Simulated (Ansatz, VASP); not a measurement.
# One calculation of Sc, two programs

Contents of INCAR:

```
  ALGO = Normal
  EDIFF = 1E-6
  ENCUT = 520
  GGA = PS
  ISIF = 2
  ISMEAR = -1
  LASPH = True
  LCHARG = True
  LELF = True
  LREAL = False
  LVHAR = True
  LWAVE = False
  NBANDS = 18
  NELM = 100
  PREC = Accurate
  SIGMA = 0.05
```

The input KPOINTS:

```
k-points
0
Gamma
  11 11 11
```

The input POSCAR:

```
Sc
1.0
    0.0000000000      3.0218988671      3.0218988671
    3.0218988671      0.0000000000      3.0218988671
    3.0218988671      3.0218988671      0.0000000000
Sc
2
Direct
   -0.1250000000     -0.1250000000     -0.1250000000
    0.1250000000      0.1250000000      0.1250000000
```

Input for Ansatz:

```yaml
crystal:
  lattice:
    - [0.0, 3.0218988671, 3.0218988671]
    - [3.0218988671, 0.0, 3.0218988671]
    - [3.0218988671, 3.0218988671, 0.0]
  atoms:
    - { symbol: Sc, position: [-0.125, -0.125, -0.125] }
    - { symbol: Sc, position: [0.125, 0.125, 0.125] }
kpoints:
  mp_grid: { grid: [11, 11, 11] }
scf:
  occupations: { method: fermi_dirac, width: 0.05 }
hamiltonian:
  xc: pbesol
  pseudopotentials: { kind: all_electron, lapw: { basis_error: 0.001 } }
output:
  forces: true
  stress: true
  eigenvalues: true
  populations: true
```

Change from the starting cell: volume scaled by 0.9, LAPW.

Alike in both runs: task single point; functional PBEsol; k mesh 11 × 11 × 11; occupations fermi-dirac, width 0.05 eV; no spin polarisation.

```csv
,VASP,Ansatz
version,VASP 6.6.1,Ansatz 0.2.0
potentials or method,"VASP PAW PBE potentials, release 64 (Sc_sv), cutoff 520 eV","all-electron LAPW, scalar-relativistic"
```

```csv
,VASP,Ansatz,Ansatz less VASP
pressure (GPa),1.7,1.6,-0.08
```

VASP's potentials were made for PBE, not for PBEsol. Ansatz ran all-electron here, and VASP with PAW potentials.
